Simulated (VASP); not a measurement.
Here is a VASP 6.6.1 calculation.

File INCAR:

```
  ALGO = Fast
  EDIFF = 1E-6
  ENCUT = 520
  GGA = RP
  ISIF = 2
  ISMEAR = -1
  ISPIN = 2
  LASPH = True
  LCHARG = False
  LMAXMIX = 4
  LORBIT = 11
  LREAL = False
  LWAVE = False
  MAGMOM = 1 1 1 0
  NBANDS = 29
  NELM = 150
  PREC = Accurate
  SIGMA = 0.05
```

KPOINTS

```
k-points
0
Gamma
  8 8 8
```

The input POSCAR:

```
SiNi3
1.0
    3.5420000000      0.0000000000      0.0000000000
    0.0000000000      3.5420000000      0.0000000000
    0.0000000000      0.0000000000      3.5420000000
Ni Si
3 1
Direct
    0.5000000000      0.5000000000      0.0000000000
    0.5000000000      0.0000000000      0.5000000000
    0.0000000000      0.5000000000      0.5000000000
    0.0000000000      0.0000000000      0.0000000000
```

Potentials or basis: VASP PAW PBE potentials, release 64 (Ni, Si).

Run with:

```console
$ cat potpaw_PBE.64/Ni/POTCAR potpaw_PBE.64/Si/POTCAR > POTCAR
$ mpirun -np 1 vasp_std > vasp.out
```

**Question.** Estimate the pressure.

**Answer.** -1.4 GPa.

**Question.** Predict the band gap on the k mesh.

**Answer.** Zero (filled and empty bands overlap).

Caveat: the moments typed at the start vanished in this run; the PAW data sets were made with another functional, which shifts forces and pressure a little.
